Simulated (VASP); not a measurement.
# ZnS (Sphalerite) in VASP: further runs

ZnS (Sphalerite) is run at these levels: PBE; tasks: single point.

Program: VASP 6.6.1. These are calculated values, not measurements. Logs are shortened: lines on timing, memory, paths and dates and some standing lists are left out, and cuts for length are marked.

## (1) The cell of the first run

It takes space group F-43m (No. 216, cubic). The conventional cell has a = 5.521 Å, b = 5.521 Å, c = 5.521 Å, α = 90.00°, β = 90.00°, γ = 90.00°. Zn (site symmetry -43m) has 4 S at 2.39 Å within 3.2 Å. S (site symmetry -43m) has 4 Zn at 2.39 Å within 3.2 Å.

## (2) Single point, PBE (volume scaled by 1.06, then relaxed in part)

INCAR

```
ALGO = Normal ; EDIFF = 1E-7
ENCUT = 520 ; GGA = PE
ISIF = 2 ; ISMEAR = -1
LASPH = T ; LCHARG = T
LELF = T ; LREAL = F
LVHAR = T ; LWAVE = F
NBANDS = 16 ; NELM = 100
PREC = Accurate ; SIGMA = 0.02
```

KPOINTS

```
k-points
0
Gamma
  14 14 14
```

POSCAR

```
ZnS
1.0
    0.0000000000      2.7603468135      2.7603468135
    2.7603468135      0.0000000000      2.7603468135
    2.7603468135      2.7603468135      0.0000000000
Zn S
1 1
Direct
    0.0000000000      0.0000000000      0.0000000000
    0.2500000000      0.2500000000      0.2500000000
```

Potentials or basis: VASP PAW PBE potentials, release 64 (Zn, S).

The run is started by

```bash
$ cat potpaw_PBE.64/Zn/POTCAR potpaw_PBE.64/S/POTCAR > POTCAR
$ mpirun -np 1 vasp_std > vasp.out
```

OUTCAR:

```text
EDIFF = 1E-7
   ENCUT = 520
   GGA = PE
   ISIF = 2
   ISMEAR = -1
   LASPH = T
   LREAL = F
   NELM = 100
   PREC = Accurate

 ion  position               nearest neighbor table
   1  0.000  0.000  0.000-   2 2.39   2 2.39   2 2.39   2 2.39
   2  0.250  0.250  0.250-   1 2.39   1 2.39   1 2.39   1 2.39

  LATTYP: Found a face centered cubic cell.
 ALAT       =     5.5206936270

  Lattice vectors:

 A1 = (   0.0000000000,   2.7603468135,   2.7603468135)
 A2 = (   2.7603468135,   0.0000000000,   2.7603468135)
 A3 = (   2.7603468135,   2.7603468135,   0.0000000000)

Analysis of symmetry for initial positions (statically):
=====================================================================
 Subroutine PRICEL returns:
 Original cell was already a primitive cell.

 Routine SETGRP: Setting up the symmetry group for a
 face centered cubic supercell.

 Subroutine GETGRP returns: Found 24 space group operations
 (whereof 24 operations were pure point group operations)
 out of a pool of 48 trial point group operations.

The static configuration has the point symmetry T_d .

Analysis of symmetry for dynamics (positions and initial velocities):
=====================================================================
 Subroutine PRICEL returns:
 Original cell was already a primitive cell.

 Routine SETGRP: Setting up the symmetry group for a
 face centered cubic supercell.

 Subroutine GETGRP returns: Found 24 space group operations
 (whereof 24 operations were pure point group operations)
 out of a pool of 48 trial point group operations.

The dynamic configuration has the point symmetry T_d .

 Subroutine INISYM returns: Found 24 space group operations
 (whereof 24 operations are pure point group operations),
 and found     1 'primitive' translations

----------------------------------------------------------------------------------------

                                     Primitive cell

  volume of cell :      42.0650

  direct lattice vectors                    reciprocal lattice vectors
     0.000000000  2.760346813  2.760346813    -0.181136659  0.181136659  0.181136659
     2.760346813  0.000000000  2.760346813     0.181136659 -0.181136659  0.181136659
     2.760346813  2.760346813  0.000000000     0.181136659  0.181136659 -0.181136659

  length of vectors
     3.903719901  3.903719901  3.903719901     0.313737897  0.313737897  0.313737897

  position of ions in fractional coordinates (direct lattice)
     0.000000000  0.000000000  0.000000000
     0.250000000  0.250000000  0.250000000

  ion indices of the primitive-cell ions
   primitive index   ion index
                 1           1
                 2           2

----------------------------------------------------------------------------------------

 KPOINTS: k-points

Automatic generation of k-mesh.
 Grid dimensions read from file:
 generate k-points for:   14   14   14

 Generating k-lattice:

  Cartesian coordinates                     Fractional coordinates (reciprocal lattice)
    -0.012938333  0.012938333  0.012938333     0.071428571  0.000000000  0.000000000
     0.012938333 -0.012938333  0.012938333     0.000000000  0.071428571  0.000000000
     0.012938333  0.012938333 -0.012938333     0.000000000  0.000000000  0.071428571

  Length of vectors
     0.022409850  0.022409850  0.022409850

  Shift w.r.t. Gamma in fractional coordinates (k-lattice)
     0.000000000  0.000000000  0.000000000

 Subroutine IBZKPT returns following result:
 ===========================================

 Found    104 irreducible k-points:

 Following reciprocal coordinates:
            Coordinates               Weight
  0.000000  0.000000  0.000000      1.000000
  0.071429  0.000000  0.000000      8.000000
  0.142857  0.000000  0.000000      8.000000
  0.214286  0.000000  0.000000      8.000000
  0.285714  0.000000  0.000000      8.000000
  0.357143  0.000000  0.000000      8.000000
[... 16 lines left out ...]
  0.214286  0.142857  0.000000     24.000000
  0.285714  0.142857  0.000000     24.000000
 [... further k-points ...]
   k-points           NKPTS =    104   k-points in BZ     NKDIM =    104   number of bands    NBANDS=     16
   number of dos      NEDOS =    301   number of ions     NIONS =      2
   total plane-waves  NPLWV =  27000
   dimension x,y,z NGX =    30 NGY =   30 NGZ =   30
   dimension x,y,z NGXF=    60 NGYF=   60 NGZF=   60
   ions per type =               1   1
   NGX,Y,Z   is equivalent  to a cutoff of  12.78, 12.78, 12.78 a.u.
   NGXF,Y,Z  is equivalent  to a cutoff of  25.55, 25.55, 25.55 a.u.
 SYSTEM =  unknown system
   PREC   = accura    normal or accurate (medium, high low for compatibility)
   ISTART =      0    job   : 0-new  1-cont  2-samecut
   ICHARG =      2    charge: 1-file 2-atom 10-const
   ISPIN  =      1    spin polarized calculation?
   LNONCOLLINEAR =      F non collinear calculations
   LSORBIT =      F    spin-orbit coupling
   LASPH  =      T    aspherical Exc in radial PAW
   ENCUT  =  520.0 eV  38.22 Ry    6.18 a.u.   7.26  7.26  7.26*2*pi/ulx,y,z
   NELM   =    100;   NELMIN=  2; NELMDL= -5     # of ELM steps
   EDIFF  = 0.1E-06   stopping-criterion for ELM
   LREAL  =      F    real-space projection
   EDIFFG = 0.1E-05   stopping-criterion for IOM
   NSW    =      0    number of steps for IOM
   IBRION =     -1    ionic relax: 0-MD 1-quasi-New 2-CG
   NFREE  =      0    steps in history (QN), initial steepest desc. (CG)
   ISIF   =      2    stress and relaxation
   ISYM   =      2    0-nonsym 1-usesym 2-fastsym
   POTIM  = 0.5000    time-step for ionic-motion
   TEBEG  =    0.0;   TEEND  =   0.0 temperature during run
   PSTRESS=    0.0 pullay stress
   NELECT =      18.0000    total number of electrons
   NUPDOWN=      -1.0000    fix difference up-down
   EMIN   =  10.00;   EMAX   =-10.00  energy-range for DOS
   EFERMI =   0.00;   METHOD = LEGACY
   ISMEAR =    -1;   SIGMA  =   0.02  broadening in eV -4-tet -1-fermi 0-gaus
   EFERMI_NEDOS =   21; number of points for ismear=-14 and -15
   IALGO  =     38    algorithm
   IMIX   =      4    mixing-type and parameters
     AMIX     =   0.40;   BMIX     =  1.00
     AMIX_MAG =   1.60;   BMIX_MAG =  1.00
  volume/ion in A,a.u.               =      21.03       141.93
  Fermi-wavevector in a.u.,A,eV,Ry     =   1.233650  2.331261 20.706607  1.521893
  Thomas-Fermi vector in A             =   2.368372
   LORBIT       =      0    0 simple, 1 ext, 2 COOP (PROOUT), +10 PAW based schemes
   GGA     = PE    functional components
   LHFCALC =     F    Hartree Fock is set to
   AEXX    =    0.0000 exact exchange contribution
   IVDW    =     0    specifies the selected vdW correction
   LEPSILON=     F    determine dielectric tensor
   LRPA    =     F    only Hartree local field effects (RPA)
 non-spin polarized calculation
  energy-cutoff  :      520.00
  volume of cell :       42.07
 maximum number of plane-waves:      1158
 NGX is ok and might be reduce to    30
   NGX = 15   NGY = 15   NGZ = 15

 number of electron      17.9999991 magnetization

 Free energy of the ion-electron system (eV)
  ---------------------------------------------------
  ext. energy  EPLUGINS =         0.00000000
  ---------------------------------------------------
  free energy    TOTEN  =        -6.83933599 eV

  energy without entropy =       -6.83933599  energy(sigma->0) =       -6.83933599

 E-fermi :   1.9415     XC(G=0):  -9.3317

 val. band max:        1.5314722850   @ k =   0.0000   0.0000   0.0000
 cond. band min:       3.3699438190   @ k =   0.0000   0.0000   0.0000
 fundamental gap:      1.8384715340
 Fermi energy:         1.9414996634

 k-point     1 :       0.0000    0.0000    0.0000
  band No.  band energies     occupation
      1     -11.1834      2.00000
      2      -4.5752      2.00000
      3      -4.5752      2.00000
      4      -4.5752      2.00000
      5      -4.1499      2.00000
      6      -4.1499      2.00000
[... 8 lines left out ...]
     15      13.2151      0.00000
     16      13.2151      0.00000

 k-point     2 :       0.0714    0.0000    0.0000
  band No.  band energies     occupation
      1     -11.1487      2.00000
      2      -4.5739      2.00000
      3      -4.5689      2.00000
      4      -4.5689      2.00000
      5      -4.1504      2.00000
      6      -4.1504      2.00000
[... 8 lines left out ...]
     15      12.9642      0.00000
     16      13.3683      0.00000

 k-point     3 :       0.1429    0.0000    0.0000
  band No.  band energies     occupation
      1     -11.0490      2.00000
      2      -4.5657      2.00000
      3      -4.5519      2.00000
      4      -4.5519      2.00000
      5      -4.1513      2.00000
      6      -4.1513      2.00000
[... 8 lines left out ...]
     15      12.5594      0.00000
     16      13.9474      0.00000

 k-point     4 :       0.2143    0.0000    0.0000
  band No.  band energies     occupation
      1     -10.8976      2.00000
      2      -4.5383      2.00000
      3      -4.5288      2.00000
      4      -4.5288      2.00000
      5      -4.1502      2.00000
      6      -4.1502      2.00000
[... 8 lines left out ...]
     15      12.3861      0.00000
     16      13.7603      0.00000
[... 324 lines left out ...]
 k-point    22 :       0.1429    0.1429    0.0000
  band No.  band energies     occupation
      1     -11.0041      2.00000
      2      -4.5888      2.00000
      3      -4.5307      2.00000
      4      -4.5307      2.00000
      5      -4.1668      2.00000
      6      -4.1380      2.00000
[... 8 lines left out ...]
     15      13.4730      0.00000
     16      14.6216      0.00000

 k-point    23 :       0.2143    0.1429    0.0000
  band No.  band energies     occupation
      1     -10.8914      2.00000
      2      -4.5853      2.00000
      3      -4.5060      2.00000
      4      -4.5053      2.00000
      5      -4.1720      2.00000
      6      -4.1326      2.00000
[... 8 lines left out ...]
     15      13.4935      0.00000
     16      15.2398      0.00000

 k-point    24 :       0.2857    0.1429    0.0000
  band No.  band energies     occupation
      1     -10.7375      2.00000
      2      -4.5598      2.00000
      3      -4.4796      2.00000
      4      -4.4712      2.00000
      5      -4.1697      2.00000
      6      -4.1270      2.00000
[... 8 lines left out ...]
     15      13.5966      0.00000
     16      15.0700      0.00000

 [... further k-points ...]

------------------------ aborting loop because EDIFF is reached ----------------------------------------

  FORCE on cell =-STRESS in cart. coord.  units (eV):
  Direction    XX          YY          ZZ          XY          YZ          ZX
  --------------------------------------------------------------------------------------
  -------------------------------------------------------------------------------------
  Total       -0.6658175     -0.6658175     -0.6658175      0.0000000     -0.0000000     -0.0000000
  in kB      -25.3597420    -25.3597420    -25.3597420      0.0000000     -0.0000000     -0.0000000
  external PRESSURE =     -25.3597420 kB  Pullay stress =       0.0000000 kB

 VOLUME and BASIS-vectors are now :
 -----------------------------------------------------------------------------
  energy-cutoff  :      520.00
  volume of cell :       42.07
      direct lattice vectors                 reciprocal lattice vectors
     0.000000000  2.760346813  2.760346813    -0.181136659  0.181136659  0.181136659
     2.760346813  0.000000000  2.760346813     0.181136659 -0.181136659  0.181136659
     2.760346813  2.760346813  0.000000000     0.181136659  0.181136659 -0.181136659

 POSITION                                       TOTAL-FORCE (eV/Angst)
 -----------------------------------------------------------------------------------
      0.00000      0.00000      0.00000         0.000000      0.000000      0.000000
      1.38017      1.38017      1.38017        -0.000000     -0.000000     -0.000000
 -----------------------------------------------------------------------------------
    total drift:                               -0.000000     -0.000000     -0.000000

  FREE ENERGIE OF THE ION-ELECTRON SYSTEM (eV)
  ---------------------------------------------------
  free  energy   TOTEN  =        -6.8393359881 eV

  energy  without entropy=       -6.8393359881  energy(sigma->0) =       -6.83933599
```

It took 2.1 min on 1 thread of AMD EPYC 7R13, shared host; peak memory 0.18 GiB.

Results:

- Free energy: -6.8393 eV
- Pressure: -2.5 GPa
- Band gap on the k mesh: 1.84 eV, direct

 A k mesh can miss the band edges.

## (3) Single point, PBE (z stretched by -3 %, then relaxed in part)

INCAR

```
PREC     = Accurate       # precision mode
ENCUT    = 520            # plane-wave cutoff, eV
EDIFF    = 1E-6           # SCF threshold, eV
ISMEAR   = -1             # smearing method
SIGMA    = 0.02           # smearing width, eV
LREAL    = False          # projectors in reciprocal space
LASPH    = True           # aspherical terms in the spheres
NELM     = 100            # most SCF steps
ALGO     = Normal         # electronic algorithm
ISIF     = 2              # what is computed and relaxed
LWAVE    = False          # write WAVECAR
LCHARG   = False          # write CHGCAR
GGA      = PE             # functional
NBANDS   = 16             # bands
```

KPOINTS

```
Automatic mesh
0
Gamma
  14 14 14
```

POSCAR

```
ZnS
1.0
    0.0000000000      2.7072500000      2.6260325000
    2.7072500000      0.0000000000      2.6260325000
    2.7072500000      2.7072500000      0.0000000000
Zn S
1 1
Direct
    0.0000000000      0.0000000000      0.0000000000
    0.2500000000      0.2500000000      0.2500000000
```

Potentials or basis: VASP PAW PBE potentials, release 64 (Zn, S).

The run is started by

```bash
$ cat potpaw_PBE.64/Zn/POTCAR potpaw_PBE.64/S/POTCAR > POTCAR
$ mpirun -np 1 vasp_std > vasp.out
```

OUTCAR:

```text
PREC = Accurate
   ENCUT = 520
   EDIFF = 1E-6
   ISMEAR = -1
   LREAL = False
   LASPH = True
   NELM = 100
   ISIF = 2
   GGA = PE

 ion  position               nearest neighbor table
   1  0.000  0.000  0.000-   2 2.32   2 2.32   2 2.32   2 2.32
   2  0.250  0.250  0.250-   1 2.32   1 2.32   1 2.32   1 2.32

  LATTYP: Found a body centered tetragonal cell.
 ALAT       =     3.8286296667
 C/A-ratio  =     1.3717871555

  Lattice vectors:

 A1 = (   0.0000000000,  -2.7072500000,  -2.6260325000)
 A2 = (   0.0000000000,   2.7072500000,  -2.6260325000)
[... 624 lines left out ...]
      4      -3.9852      2.00000
      5      -3.5934      2.00000
      6      -3.5439      2.00000
[... 8 lines left out ...]
     15      14.4368      0.00000
     16      16.2103      0.00000

 [... further k-points ...]
[... 5 lines left out ...]
  --------------------------------------------------------------------------------------
  -------------------------------------------------------------------------------------
  Total        0.8101597      0.8101597      1.0790519      0.0000000      0.0000000      0.0000000
  in kB       33.7205327     33.7205327     44.9123813      0.0000000      0.0000000      0.0000000
  external PRESSURE =      37.4511489 kB  Pullay stress =       0.0000000 kB

 VOLUME and BASIS-vectors are now :
 -----------------------------------------------------------------------------
  energy-cutoff  :      520.00
  volume of cell :       38.49
      direct lattice vectors                 reciprocal lattice vectors
     0.000000000  2.707250000  2.626032500    -0.184689260  0.184689260  0.190401299
     2.707250000  0.000000000  2.626032500     0.184689260 -0.184689260  0.190401299
     2.707250000  2.707250000  0.000000000     0.184689260  0.184689260 -0.190401299

 POSITION                                       TOTAL-FORCE (eV/Angst)
 -----------------------------------------------------------------------------------
      0.00000      0.00000      0.00000        -0.000000     -0.000000      0.000000
      1.35363      1.35363      1.31302         0.000000      0.000000     -0.000000
 -----------------------------------------------------------------------------------
    total drift:                                0.000002      0.000002      0.000001

  FREE ENERGIE OF THE ION-ELECTRON SYSTEM (eV)
  ---------------------------------------------------
  free  energy   TOTEN  =        -6.8280206176 eV

  energy  without entropy=       -6.8280206176  energy(sigma->0) =       -6.82802062
```

Wall time 3.2 min (1 thread of AMD EPYC 7R13, shared host); peak memory 0.24 GiB.

What came out:

* Free energy: -6.8280 eV
* Pressure: 3.7 GPa
* Band gap on the k mesh: 2.15 eV, direct

Stress tensor (GPa, compression positive):
```
3.37 0.00 0.00
0.00 3.37 0.00
0.00 0.00 4.49
```

Caveat: the cell differs from its parent crystal (z stretched by -3 %, then relaxed in part).

[end of part 1 of 2]
